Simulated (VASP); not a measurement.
Crystal: MnSb.

```xyz
2
Lattice="0.0000 2.7950 2.7950 2.7950 0.0000 2.7950 2.7950 2.7950 0.0000" Properties=species:S:1:pos:R:3 pbc="T T T"
Sb    2.7950    2.7950    2.7950
Mn    0.0000    0.0000    0.0000
```

Program: VASP 6.6.1. Alike in all runs: task single point; spin collinear, ferromagnetic start; cell as given.

Q: Order these runs on this cell by their pressure, lowest first.
A. level LDA; potentials or basis VASP PAW LDA potentials, release 64 (Sb, Mn_pv); k mesh 8 × 8 × 8; cutoff (eV) 520; smearing gaussian 0.02 eV; dipole correction no
B. level PBE-based screened hybrid with 10 % exact exchange; potentials or basis VASP PAW PBE potentials, release 64 (Sb, Mn_pv); k mesh 4 × 4 × 4; cutoff (eV) 520; smearing fermi-dirac 0.05 eV; dipole correction no; grid for exact exchange (PRECFOCK) Normal; share of exact exchange 0.1; screening parameter 0.2 1/Å
C. level PBEsol; potentials or basis VASP PAW PBE potentials, release 64 (Sb, Mn_pv); k mesh 8 × 8 × 8; cutoff (eV) 520; smearing gaussian 0.02 eV; dipole correction no
D. level LDA+U; potentials or basis VASP PAW LDA potentials, release 64 (Sb, Mn_pv); U Mn d U = 4.0 eV; k mesh 8 × 8 × 8; cutoff (eV) 520; smearing tetrahedron; dipole correction no
E. level PBE+U; potentials or basis VASP PAW PBE potentials, release 64 (Sb, Mn_pv); U Mn d U = 5 eV; k mesh 5 × 5 × 5; cutoff (eV) 400; smearing gaussian 0.03 eV; tolerance level standard

A: A (-7.8 GPa), C (-3.9 GPa), D (0.0 GPa), B (2.4 GPa), E (7.7 GPa).

Caveats: some runs use coarse meshes; a cell with one magnetic atom can't hold antiferromagnetic order, which such compounds often take; the PAW data sets were made with another functional, which shifts forces and pressure a little (at least some runs); the cell stands under tension (at least some runs); the U is typed as a test and isn't derived for this compound (at least some runs); tetrahedron occupations give inexact forces and stress in metals (at least some runs).
